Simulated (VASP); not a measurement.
AlB3P4:

```
CELL_PARAMETERS angstrom
-2.28553 2.28553 4.57106
2.28553 -2.28553 4.57106
2.28553 2.28553 -4.57106
ATOMIC_POSITIONS crystal
B 0.75000 0.25000 0.50000
B 0.50000 0.50000 0.00000
B 0.25000 0.75000 0.50000
P 0.12500 0.62500 0.00000
P 0.87500 0.87500 0.50000
P 0.62500 0.12500 0.00000
P 0.37500 0.37500 0.50000
Al 0.00000 0.00000 0.00000
```

* Program: VASP 6.6.1
* Task: relaxation of cell and atoms
* Functional: PBE
* Potentials or basis: VASP PAW PBE potentials, release 64 (B, P, Al)
* Cutoff: 600 eV
* k mesh: 8 × 8 × 8
* Occupations: fermi-dirac, width 0.02 eV
* Spin: no spin polarisation

At the start: pressure 35.5 GPa; volume 11.94 Å³/atom.

**Question.** How do energy, volume and symmetry change on relaxing?

**Answer.** Over 11 steps the energy falls by 486.4 meV/atom and the volume is 13.80 Å³/atom (+15.6 %); space group I-42m (No. 121, to 0.1 Å) before and after.

Step by step:
```tsv
step	energy change (eV)	largest force (eV/Å)	pressure (GPa)	volume (Å³)
1	0.0000	7.3419	35.54	95.51
2	-0.9306	2.4699	-18.35	137.00
3	-3.8175	0.5782	-3.60	113.71
4	-3.8316	0.5998	-2.47	112.77
5	-3.8338	0.6440	-1.75	112.19
6	-3.8879	0.1356	0.32	110.22
7	-3.8886	0.0706	0.61	109.96
8	-3.8905	0.0317	-0.21	110.59
9	-3.8906	0.0148	-0.08	110.48
10	-3.8909	0.0065	-0.01	110.43
11	-3.8909	0.0048	0.01	110.41
```

Final structure:
```
B P Al
1.0
    -2.40359    2.40359    4.77798
     2.40359   -2.40359    4.77798
     2.40359    2.40359   -4.77798
B P Al
3 4 1
Direct
  0.75000 0.25000 0.50000
  0.50000 0.50000 0.00000
  0.25000 0.75000 0.50000
  0.14268 0.58817 0.00000
  0.85732 0.85732 0.44548
  0.58817 0.14268 0.00000
  0.41183 0.41183 0.55452
  0.00000 0.00000 0.00000
```

Caveat: the volume moved by over 15 % at a fixed basis, so the end points are rough.
